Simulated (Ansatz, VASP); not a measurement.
SnO in VASP and in Ansatz

```
Sn O
1.0
     3.35500    0.00000    0.00000
     0.00000    5.67410    0.00000
     0.00000    0.00000    4.22197
Sn O
2 2
Direct
  0.00000 0.23191 0.51314
  0.50000 0.76809 0.01314
  0.00000 0.89125 0.73686
  0.50000 0.10875 0.23686
```

Alike in both runs: task single point; functional LDA; k mesh 8 × 6 × 6; occupations gaussian, width 0.05 eV; no spin polarisation.

|  | VASP | Ansatz |
| --- | --- | --- |
| version | VASP 6.6.1 | Ansatz 0.2.0 |
| potentials or method | VASP PAW LDA potentials, release 64 (Sn_d, O_h), cutoff 910 eV | scalar-relativistic, plane waves, PAW |
| valence electrons in the cell | 40 | 40 |

Ansatz gave:

```
gap on the k mesh at the Fermi level (eV) : 1.38
least direct gap on the mesh (eV)         : 2.03
rms of the force components (eV/Å)        : 0.324
```

**Question.** Estimate VASP's values.

**Answer.** gap on the k mesh at the Fermi level (eV): 1.36; least direct gap on the mesh (eV): 2.00; rms of the force components (eV/Å): 0.288.

LDA's correlation is that of Perdew and Zunger in VASP and of Perdew and Wang (1992) in Ansatz. Atom by atom the forces differ by 0.038 eV/Å (rms over components).

Noted on VASP's run: the cutoff is short for stress, so the pressure is rough.
